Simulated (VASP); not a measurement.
# BP (F-43m) in VASP: a series of runs, part 2 of 2

VASP 6.6.1. The steps go on from the part before.

## Step 3: Single point, r2SCAN (volume scaled by 0.97)

The input, POSCAR:

```
BP
1.0
    0.0000000000      2.2453534552      2.2453534552
    2.2453534552      0.0000000000      2.2453534552
    2.2453534552      2.2453534552      0.0000000000
B P
1 1
Direct
    0.0000000000      0.0000000000      0.0000000000
    0.2500000000      0.2500000000      0.2500000000
```

The input, INCAR.step1:

```
PREC = Accurate ; ENCUT = 520
ISMEAR = 0 ; SIGMA = 0.02
LREAL = False ; LASPH = True
NELM = 60 ; NBANDS = 11
GGA = PE ; ALGO = Normal
EDIFF = 1E-4 ; LWAVE = True
LCHARG = False
```

The input, INCAR.step2:

```
PREC = Accurate ; ENCUT = 520
EDIFF = 1E-6 ; ISMEAR = 0
SIGMA = 0.02 ; LREAL = False
LASPH = True ; NELM = 60
ALGO = Normal ; ISIF = 2
LWAVE = False ; LCHARG = True
METAGGA = R2SCAN ; LMIXTAU = True
LELF = True ; LVHAR = True
NBANDS = 11 ; ISTART = 1
```

The input, KPOINTS:

```
regular mesh
0
Gamma
  10 10 10
```

Potentials or basis: VASP PAW PBE potentials, release 64 (B, P).

The run is started by

```
$ cat potpaw_PBE.64/B/POTCAR potpaw_PBE.64/P/POTCAR > POTCAR
$ cp INCAR.step1 INCAR
$ mpirun -np 1 vasp_std > vasp.out
$ cp INCAR.step2 INCAR
$ mpirun -np 1 vasp_std > vasp.out
```

OUTCAR:

```text
PREC = Accurate
   ENCUT = 520
   EDIFF = 1E-6
   ISMEAR = 0
   LREAL = False
   LASPH = True
   NELM = 60
   ISIF = 2
   METAGGA = R2SCAN
   ISTART = 1

 ion  position               nearest neighbor table
   1  0.000  0.000  0.000-   2 1.94   2 1.94   2 1.94   2 1.94
   2  0.250  0.250  0.250-   1 1.94   1 1.94   1 1.94   1 1.94

  LATTYP: Found a face centered cubic cell.
 ALAT       =     4.4907069104

  Lattice vectors:

 A1 = (   0.0000000000,   2.2453534552,   2.2453534552)
 A2 = (   2.2453534552,   0.0000000000,   2.2453534552)
 A3 = (   2.2453534552,   2.2453534552,   0.0000000000)

Analysis of symmetry for initial positions (statically):
=====================================================================
 Subroutine PRICEL returns:
 Original cell was already a primitive cell.

 Routine SETGRP: Setting up the symmetry group for a
 face centered cubic supercell.

 Subroutine GETGRP returns: Found 24 space group operations
 (whereof 24 operations were pure point group operations)
 out of a pool of 48 trial point group operations.

The static configuration has the point symmetry T_d .

Analysis of symmetry for dynamics (positions and initial velocities):
=====================================================================
 Subroutine PRICEL returns:
 Original cell was already a primitive cell.

 Routine SETGRP: Setting up the symmetry group for a
 face centered cubic supercell.

 Subroutine GETGRP returns: Found 24 space group operations
 (whereof 24 operations were pure point group operations)
 out of a pool of 48 trial point group operations.

The dynamic configuration has the point symmetry T_d .

 Subroutine INISYM returns: Found 24 space group operations
 (whereof 24 operations are pure point group operations),
 and found     1 'primitive' translations

----------------------------------------------------------------------------------------

                                     Primitive cell

  volume of cell :      22.6404

  direct lattice vectors                    reciprocal lattice vectors
     0.000000000  2.245353455  2.245353455    -0.222682090  0.222682090  0.222682090
     2.245353455  0.000000000  2.245353455     0.222682090 -0.222682090  0.222682090
     2.245353455  2.245353455  0.000000000     0.222682090  0.222682090 -0.222682090

  length of vectors
     3.175409309  3.175409309  3.175409309     0.385696694  0.385696694  0.385696694

  position of ions in fractional coordinates (direct lattice)
     0.000000000  0.000000000  0.000000000
     0.250000000  0.250000000  0.250000000

  ion indices of the primitive-cell ions
   primitive index   ion index
                 1           1
                 2           2

----------------------------------------------------------------------------------------

 KPOINTS: regular mesh

Automatic generation of k-mesh.
 Grid dimensions read from file:
 generate k-points for:   10   10   10

 Generating k-lattice:

  Cartesian coordinates                     Fractional coordinates (reciprocal lattice)
    -0.022268209  0.022268209  0.022268209     0.100000000  0.000000000  0.000000000
     0.022268209 -0.022268209  0.022268209     0.000000000  0.100000000  0.000000000
     0.022268209  0.022268209 -0.022268209     0.000000000  0.000000000  0.100000000

  Length of vectors
     0.038569669  0.038569669  0.038569669

  Shift w.r.t. Gamma in fractional coordinates (k-lattice)
     0.000000000  0.000000000  0.000000000

 Subroutine IBZKPT returns following result:
 ===========================================

 Found     47 irreducible k-points:

 Following reciprocal coordinates:
            Coordinates               Weight
  0.000000  0.000000  0.000000      1.000000
  0.100000  0.000000  0.000000      8.000000
  0.200000  0.000000  0.000000      8.000000
  0.300000  0.000000  0.000000      8.000000
  0.400000  0.000000  0.000000      8.000000
  0.500000  0.000000  0.000000      4.000000
[... 16 lines left out ...]
  0.300000  0.300000  0.000000      6.000000
  0.400000  0.300000  0.000000     24.000000
 [... further k-points ...]
   k-points           NKPTS =     47   k-points in BZ     NKDIM =     47   number of bands    NBANDS=     11
   number of dos      NEDOS =    301   number of ions     NIONS =      2
   total plane-waves  NPLWV =  13824
   dimension x,y,z NGX =    24 NGY =   24 NGZ =   24
   dimension x,y,z NGXF=    48 NGYF=   48 NGZF=   48
   ions per type =               1   1
   NGX,Y,Z   is equivalent  to a cutoff of  12.57, 12.57, 12.57 a.u.
   NGXF,Y,Z  is equivalent  to a cutoff of  25.13, 25.13, 25.13 a.u.
 SYSTEM =  unknown system
   PREC   = accura    normal or accurate (medium, high low for compatibility)
   ISTART =      1    job   : 0-new  1-cont  2-samecut
   ICHARG =      0    charge: 1-file 2-atom 10-const
   ISPIN  =      1    spin polarized calculation?
   LNONCOLLINEAR =      F non collinear calculations
   LSORBIT =      F    spin-orbit coupling
   LASPH  =      T    aspherical Exc in radial PAW
   ENCUT  =  520.0 eV  38.22 Ry    6.18 a.u.   5.90  5.90  5.90*2*pi/ulx,y,z
   NELM   =     60;   NELMIN=  2; NELMDL=  0     # of ELM steps
   EDIFF  = 0.1E-05   stopping-criterion for ELM
   LREAL  =      F    real-space projection
   EDIFFG = 0.1E-04   stopping-criterion for IOM
   NSW    =      0    number of steps for IOM
   IBRION =     -1    ionic relax: 0-MD 1-quasi-New 2-CG
   NFREE  =      0    steps in history (QN), initial steepest desc. (CG)
   ISIF   =      2    stress and relaxation
   ISYM   =      2    0-nonsym 1-usesym 2-fastsym
   POTIM  = 0.5000    time-step for ionic-motion
   TEBEG  =    0.0;   TEEND  =   0.0 temperature during run
   PSTRESS=    0.0 pullay stress
   NELECT =       8.0000    total number of electrons
   NUPDOWN=      -1.0000    fix difference up-down
   EMIN   =  10.00;   EMAX   =-10.00  energy-range for DOS
   EFERMI =   0.00;   METHOD = LEGACY
   ISMEAR =     0;   SIGMA  =   0.02  broadening in eV -4-tet -1-fermi 0-gaus
   EFERMI_NEDOS =   21; number of points for ismear=-14 and -15
   IALGO  =     38    algorithm
   IMIX   =      4    mixing-type and parameters
     AMIX     =   0.40;   BMIX     =  1.00
     AMIX_MAG =   1.60;   BMIX_MAG =  1.00
  volume/ion in A,a.u.               =      11.32        76.39
  Fermi-wavevector in a.u.,A,eV,Ry     =   1.157382  2.187135 18.225459  1.339533
  Thomas-Fermi vector in A             =   2.293994
   LORBIT       =      0    0 simple, 1 ext, 2 COOP (PROOUT), +10 PAW based schemes
   METAGGA = R2SCAN    functional components
   LHFCALC =     F    Hartree Fock is set to
   AEXX    =    0.0000 exact exchange contribution
   IVDW    =     0    specifies the selected vdW correction
   LEPSILON=     F    determine dielectric tensor
   LRPA    =     F    only Hartree local field effects (RPA)
 non-spin polarized calculation
 Gauss-broadening in eV      SIGMA  =   0.02
  energy-cutoff  :      520.00
  volume of cell :       22.64
 maximum number of plane-waves:       620
   NGX = 11   NGY = 11   NGZ = 11

 number of electron       8.0000001 magnetization

 Free energy of the ion-electron system (eV)
  ---------------------------------------------------
  ext. energy  EPLUGINS =         0.00000000
  ---------------------------------------------------
  free energy    TOTEN  =       -17.30150245 eV

  energy without entropy =      -17.30150245  energy(sigma->0) =      -17.30150245

 E-fermi :   7.9412     XC(G=0): -11.6439

 val. band max:        7.7673920844   @ k =   0.0000   0.0000   0.0000
 cond. band min:       9.1717339203   @ k =   0.4000   0.4000   0.0000
 fundamental gap:      1.4043418359
 Fermi energy:         7.9412012778

 k-point     1 :       0.0000    0.0000    0.0000
  band No.  band energies     occupation
      1      -8.7852      2.00000
      2       7.7674      2.00000
      3       7.7674      2.00000
      4       7.7674      2.00000
      5      11.4572      0.00000
      6      11.4572      0.00000
      7      11.4572      0.00000
      8      16.2872      0.00000
      9      20.4160      0.00000
     10      20.5033      0.00000
     11      20.5033      0.00000
[... 309 lines left out ...]
 k-point    24 :       0.4000    0.3000    0.0000
  band No.  band energies     occupation
      1      -5.6031      2.00000
      2       1.1742      2.00000
      3       3.3883      2.00000
      4       3.9520      2.00000
      5       9.7857      0.00000
      6      11.7089      0.00000
      7      18.1261      0.00000
      8      18.1706      0.00000
      9      23.2055      0.00000
     10      23.9844      0.00000
     11      26.3982      0.00000

 [... further k-points ...]
[... 5 lines left out ...]
  --------------------------------------------------------------------------------------
  -------------------------------------------------------------------------------------
  Total        0.6955596      0.6955596      0.6955596      0.0000000     -0.0000000      0.0000000
  in kB       49.2221766     49.2221766     49.2221766      0.0000000     -0.0000000      0.0000000
  external PRESSURE =      49.2221766 kB  Pullay stress =       0.0000000 kB

 VOLUME and BASIS-vectors are now :
 -----------------------------------------------------------------------------
  energy-cutoff  :      520.00
  volume of cell :       22.64
      direct lattice vectors                 reciprocal lattice vectors
     0.000000000  2.245353455  2.245353455    -0.222682090  0.222682090  0.222682090
     2.245353455  0.000000000  2.245353455     0.222682090 -0.222682090  0.222682090
     2.245353455  2.245353455  0.000000000     0.222682090  0.222682090 -0.222682090

 POSITION                                       TOTAL-FORCE (eV/Angst)
 -----------------------------------------------------------------------------------
      0.00000      0.00000      0.00000         0.000000     -0.000000     -0.000000
      1.12268      1.12268      1.12268        -0.000000      0.000000      0.000000
 -----------------------------------------------------------------------------------
    total drift:                                0.000000      0.000000      0.000000

  FREE ENERGIE OF THE ION-ELECTRON SYSTEM (eV)
  ---------------------------------------------------
  free  energy   TOTEN  =       -17.3015024452 eV

  energy  without entropy=      -17.3015024452  energy(sigma->0) =      -17.30150245
```

OSZICAR.step1:

```text
N       E                     dE             d eps       ncg     rms          rms(c)
DAV:   1     0.956317591976E+01    0.95632E+01   -0.39765E+03  1042   0.656E+02
DAV:   2    -0.130665729380E+02   -0.22630E+02   -0.21688E+02  1370   0.112E+02
DAV:   3    -0.136881092498E+02   -0.62154E+00   -0.61985E+00  1331   0.158E+01
DAV:   4    -0.136903136002E+02   -0.22044E-02   -0.22042E-02  1177   0.109E+00
DAV:   5    -0.136903248293E+02   -0.11229E-04   -0.11229E-04  1298   0.776E-02    0.754E+00
DAV:   6    -0.130224424002E+02    0.66788E+00   -0.14789E+00  1169   0.536E+00    0.406E+00
DAV:   7    -0.129215911791E+02    0.10085E+00   -0.26538E-01  1283   0.256E+00    0.137E+00
DAV:   8    -0.129134441034E+02    0.81471E-02   -0.27838E-02  1227   0.965E-01    0.203E-01
DAV:   9    -0.129137627331E+02   -0.31863E-03   -0.70881E-04  1201   0.183E-01    0.134E-01
DAV:  10    -0.129139558982E+02   -0.19317E-03   -0.24220E-04  1160   0.981E-02    0.290E-02
DAV:  11    -0.129139664964E+02   -0.10598E-04   -0.11209E-05   619   0.225E-02
   1 F= -.12913966E+02 E0= -.12913966E+02  d E =-.413922E-41
```

Wall time 28 s (1 thread of Intel Xeon Platinum 8259CL at 2.50GHz (Skylake/Cascade Lake), shared host); peak memory 0.14 GiB.

What came out:

* Free energy: -17.3015 eV
* Pressure: 4.9 GPa
* Band gap on the k mesh: 1.40 eV, indirect (least direct gap 3.69 eV)

Caveat: the cell differs from its parent crystal (volume scaled by 0.97); the PAW data sets were made with another functional, which shifts forces and pressure a little.

## Step 4: Single point, r2SCAN

This run uses another cell than the first one, of 11.67 Å³/atom, 1.064 times its volume.

The input, POSCAR:

```
BP
1.0
    0.0000000000      2.2682668078      2.2682668078
    2.2682668078      0.0000000000      2.2682668078
    2.2682668078      2.2682668078      0.0000000000
B P
1 1
Direct
    0.0000000000      0.0000000000      0.0000000000
    0.2500000000      0.2500000000      0.2500000000
```

The input, INCAR.step1:

```
SYSTEM = BP
PREC = Accurate
ENCUT = 520
ISMEAR = 0
SIGMA = 0.02
LREAL = .FALSE.
LASPH = .TRUE.
NELM = 80
NBANDS = 11
GGA = PE
ALGO = Normal
EDIFF = 1E-4
LWAVE = .TRUE.
LCHARG = .FALSE.
```

The input, INCAR.step2:

```
SYSTEM = BP
PREC = Accurate
ENCUT = 520
EDIFF = 1E-7
ISMEAR = 0
SIGMA = 0.02
LREAL = .FALSE.
LASPH = .TRUE.
NELM = 80
ALGO = Normal
ISIF = 2
LWAVE = .FALSE.
LCHARG = .FALSE.
METAGGA = R2SCAN
LMIXTAU = .TRUE.
NBANDS = 11
ISTART = 1
```

The input, KPOINTS:

```
Automatic mesh
0
G
  10 10 10
  0 0 0
```

The run is started by

```
$ cat potpaw_PBE.64/B/POTCAR potpaw_PBE.64/P/POTCAR > POTCAR
$ cp INCAR.step1 INCAR
$ mpirun -np 1 vasp_std > vasp.out
$ cp INCAR.step2 INCAR
$ mpirun -np 1 vasp_std > vasp.out
```

Wall time 35 s (1 thread of Intel Xeon Platinum 8259CL at 2.50GHz (Skylake/Cascade Lake), shared host); peak memory 0.14 GiB.

Results (log left out):

* Free energy: -17.3113 eV
* Pressure: -0.5 GPa
* Band gap on the k mesh: 1.45 eV, indirect (least direct gap 3.64 eV)

Levels at points of the mesh, in eV from the valence-band top:
```csv
k point,band 1,band 2,band 3,band 4,band 5,band 6,band 7,band 8,band 9
"(0.00, 0.00, 0.00)",-16.27,0.00,0.00,0.00,3.64,3.64,3.64,8.03,12.41
"(0.50, 0.00, 0.00)",-12.77,-9.51,-1.87,-1.87,4.14,5.03,5.03,10.92,15.49
"(0.50, 0.50, 0.00)",-11.10,-9.13,-4.35,-4.35,1.54,1.91,13.07,13.07,16.41
```

Caveat: the PAW data sets were made with another functional, which shifts forces and pressure a little.

## Step 5: Single point, r2SCAN

This run uses another cell than the first one, of 11.67 Å³/atom, 1.064 times its volume.

POSCAR is that of step 4.

The input, INCAR.step1:

```
ALGO = Normal
EDIFF = 1E-4
ENCUT = 520
GGA = PE
ISMEAR = 0
LASPH = T
LCHARG = F
LREAL = F
LWAVE = T
NBANDS = 11
NELM = 80
PREC = Accurate
SIGMA = 0.02
```

The input, INCAR.step2:

```
ALGO = Normal
EDIFF = 1E-7
ENCUT = 520
ISIF = 2
ISMEAR = 0
ISTART = 1
LASPH = T
LCHARG = T
LELF = T
LMIXTAU = T
LREAL = F
LVHAR = T
LWAVE = F
METAGGA = R2SCAN
NBANDS = 11
NELM = 80
PREC = Accurate
SIGMA = 0.02
```

The input, KPOINTS:

```
k-points
0
Gamma
  10 10 10
```

The run is started by

```
$ cat potpaw_PBE.64/B/POTCAR potpaw_PBE.64/P/POTCAR > POTCAR
$ cp INCAR.step1 INCAR
$ mpirun -np 1 vasp_std > vasp.out
$ cp INCAR.step2 INCAR
$ mpirun -np 1 vasp_std > vasp.out
```

Run time: 33 s. Hardware: 1 thread of Intel Xeon Platinum 8259CL at 2.50GHz (Skylake/Cascade Lake), shared host; peak memory 0.14 GiB.

It converged, with:

* Free energy: -17.3113 eV
* Pressure: -0.5 GPa
* Band gap on the k mesh: 1.45 eV, indirect (least direct gap 3.64 eV)

Levels at points of the mesh, in eV from the valence-band top:
```csv
k point,band 1,band 2,band 3,band 4,band 5,band 6,band 7,band 8
"(0.00, 0.00, 0.00)",-16.27,0.00,0.00,0.00,3.64,3.64,3.64,8.03
"(0.50, 0.00, 0.00)",-12.77,-9.51,-1.87,-1.87,4.14,5.03,5.03,10.92
"(0.50, 0.50, 0.00)",-11.10,-9.13,-4.35,-4.35,1.54,1.91,13.07,13.07
```

Caveat: the PAW data sets were made with another functional, which shifts forces and pressure a little.

## Step 6: Summary

```tsv
cell	gap on the mesh (eV)	pressure (GPa)
a = 3.142 Å, angles 60.0°, 2 atoms	1.36	11.2
a = 3.175 Å, angles 60.0°, 2 atoms	1.40	4.9
a = 3.208 Å, angles 60.0°, 2 atoms	1.45	-0.5
```

Alike in all rows: task single point; level r2SCAN; potentials or basis VASP PAW PBE potentials, release 64 (B, P); no spin polarisation; k mesh 10 × 10 × 10; cutoff (eV) 520; smearing gaussian 0.02 eV.

Caveats: the PAW data sets were made with another functional, which shifts forces and pressure a little.

Absolute energies hang on the potentials; compare differences alone.
